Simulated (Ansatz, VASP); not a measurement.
# WSe2 in VASP and in Ansatz

The input INCAR:

```
SYSTEM = WSe2
ALGO     = Normal         ! electronic algorithm
EDIFF    = 1E-6           ! SCF threshold, eV
ENCUT    = 500            ! plane-wave cutoff, eV
GGA_COMPAT= .False.      
ISIF     = 2              ! what is computed and relaxed
ISMEAR   = 0              ! smearing method
LASPH    = .True.         ! aspherical terms in the spheres
LCHARG   = .True.         ! write CHGCAR
LELF     = .True.         ! ELF
LREAL    = .False.        ! projectors in reciprocal space
LVHAR    = .True.       
LWAVE    = .False.        ! write WAVECAR
NBANDS   = 20             ! bands
NELM     = 120            ! most SCF steps
PREC     = Accurate       ! precision mode
SIGMA    = 0.05           ! smearing width, eV
```

The input KPOINTS:

```
k-points
0
Gamma
  9 9 2
  0 0 0
```

POSCAR

```
WSe2
1.0
    3.3340930645      0.0000000000      0.0000000000
   -1.6670465323      2.8874092925      0.0000000000
    0.0000000000      0.0000000000     16.6603124568
W Se
1 2
Direct
    0.0000000000      0.0000000000     -0.0030940386
    0.3333333333      0.6666666667      0.1035294014
    0.3333333333      0.6666666667      0.9036733446
```

Input for Ansatz:

```yaml
crystal:
  lattice:
    - [3.3340930645, 0.0, 0.0]
    - [-1.6670465323, 2.8874092925, 0.0]
    - [0.0, 0.0, 16.6603124568]
  atoms:
    - { symbol: W, position: [0.0, 0.0, -0.0030940386] }
    - { symbol: Se, position: [0.3333333333, 0.6666666667, 0.1035294014] }
    - { symbol: Se, position: [0.3333333333, 0.6666666667, 0.9036733446] }
basis:
  ecutwfc: 420
kpoints:
  mp_grid: { grid: [9, 9, 2] }
hamiltonian:
  xc: lda
  pseudopotentials: { kind: paw, azcp: { folder: soft_1 } }
scf:
  occupations: { method: gaussian, width: 0.05 }
output:
  forces: true
  stress: true
  eigenvalues: true
```

Change from the starting cell: mode 9 frozen in at -0.060 Å, equal normal strain along x and y +0.0267.

Alike in both runs: task single point; functional LDA; k mesh 9 × 9 × 2; occupations gaussian, width 0.05 eV; no spin polarisation.

```csv
,VASP,Ansatz
version,VASP 6.6.1,Ansatz 0.2.0
potentials or method,"VASP PAW LDA potentials, release 64 (W_sv, Se), cutoff 500 eV","scalar-relativistic, plane waves, PAW"
valence electrons in the cell,26,46
```

|  | VASP | Ansatz | Ansatz less VASP |
| --- | --- | --- | --- |
| gap on the k mesh at the Fermi level (eV) | 1.48 | 1.48 | -0.003 |
| least direct gap on the mesh (eV) | 1.48 | 1.48 | -0.003 |
| rms of the force components (eV/Å) | 1.238 | 1.230 | -0.0084 |

Ansatz warns that its potentials were made for another functional, while VASP's fit it. LDA's correlation is that of Perdew and Zunger in VASP and of Perdew and Wang (1992) in Ansatz. Atom by atom the forces differ by 0.046 eV/Å (rms over components). VASP's potentials hold 26 valence electrons a cell and Ansatz's 46, so a difference there can come from the potentials and not from the codes.

Spin-orbit coupling is off throughout.
